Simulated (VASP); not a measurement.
A run of VASP 6.6.1:

Contents of INCAR:

```
PREC = Accurate ; ENCUT = 520
EDIFF = 1E-8 ; ISMEAR = -1
SIGMA = 0.08 ; LREAL = F
LASPH = T ; NELM = 80
ALGO = Normal ; ISIF = 2
LWAVE = F ; LCHARG = F
LEFG = T ; NBANDS = 18
```

Contents of KPOINTS:

```
regular mesh
0
Gamma
  11 11 11
```

File POSCAR:

```
YHg
1.0
    3.7556400000      0.0000000000      0.0000000000
    0.0000000000      3.7556400000      0.0000000000
    0.0000000000      0.0000000000      3.6820000000
Y Hg
1 1
Direct
    0.5000000000      0.5000000000      0.5000000000
    0.0000000000      0.0000000000      0.0000000000
```

Potentials or basis: VASP PAW LDA potentials, release 64 (Y_sv, Hg).

Launch:

```sh
$ cat potpaw_LDA.64/Y_sv/POTCAR potpaw_LDA.64/Hg/POTCAR > POTCAR
$ mpirun -np 1 vasp_std > vasp.out
```

Hardware: 1 thread of Intel Xeon 6975P-C (shared host).

Task: Estimate the wall time of this run.

Result: It took 78 s on 1 thread of Intel Xeon 6975P-C, on a shared host, peak memory 0.26 GiB. Counts: scf iterations 14, k points 126.
